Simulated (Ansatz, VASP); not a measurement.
# Re: VASP beside Ansatz

The input INCAR:

```
PREC     = Accurate       # precision mode
ENCUT    = 600            # plane-wave cutoff, eV
EDIFF    = 1E-6           # SCF threshold, eV
ISMEAR   = -1             # smearing method
SIGMA    = 0.1            # smearing width, eV
LREAL    = F              # projectors in reciprocal space
LASPH    = T              # aspherical terms in the spheres
NELM     = 120            # most SCF steps
ALGO     = Normal         # electronic algorithm
ISIF     = 2              # what is computed and relaxed
LWAVE    = F              # write WAVECAR
LCHARG   = F              # write CHGCAR
GGA      = CA             # functional
NBANDS   = 14             # bands
GGA_COMPAT= F
```

The input KPOINTS:

```
regular mesh
0
Gamma
  14 14 8
```

File POSCAR:

```
Re
1.0
    2.7391880258      0.0000000000      0.0000000000
   -1.3695940129      2.3722064161      0.0000000000
    0.0000000000      0.0000000000      4.4118668232
Re
2
Direct
    0.3333333333      0.6666666667      0.2500000000
    0.6666666667      0.3333333333      0.7500000000
```

Input for Ansatz:

```yaml
crystal:
  lattice:
    - [2.7391880258, 0.0, 0.0]
    - [-1.3695940129, 2.3722064161, 0.0]
    - [0.0, 0.0, 4.4118668232]
  atoms:
    - { symbol: Re, position: [0.3333333333, 0.6666666667, 0.25] }
    - { symbol: Re, position: [0.6666666667, 0.3333333333, 0.75] }
hamiltonian:
  xc: lda
  pseudopotentials:
    kind: paw
    azcp:
      Re: "pseudopotentials/Re.paw.azcp"
basis:
  ecutwfc: 420
  fft_grid_basis: typed
kpoints:
  mp_grid: { grid: [14, 14, 8], shift: [0, 0, 0] }
magnetization:
  spin_polarized: false
scf:
  occupations: { method: fermi_dirac, width: 0.1 }
  lower_state_search: "off"
output:
  stress: true
  write_density: true
  write_potential: true
  elf: true
  volumetric_format: npy
```

Alike in both runs: task single point; functional LDA; k mesh 14 × 14 × 8; occupations fermi-dirac, width 0.1 eV; no spin polarisation.

|  | VASP | Ansatz |
| --- | --- | --- |
| version | VASP 6.6.1 | Ansatz 0.2.0 |
| potentials or method | VASP PAW LDA potentials, release 64 (Re), cutoff 600 eV | plane waves (420 eV) with PAW, scalar-relativistic |
| valence electrons in the cell | 14 | 30 |

VASP gave:

* pressure (GPa): 1.8
* traceless stress, the component that is largest in VASP (GPa): 0.33

Problem. Which values does Ansatz return?

Solution. Pressure (GPa): 0.2; traceless stress, the component that is largest in VASP (GPa): 0.47.

Ansatz warns that its potentials were made for another functional, while VASP's fit it. LDA's correlation is that of Perdew and Zunger in VASP and of Perdew and Wang (1992) in Ansatz. VASP's potentials hold 14 valence electrons a cell and Ansatz's 30, so a difference there can come from the potentials and not from the codes.

Spin-orbit coupling is off throughout.
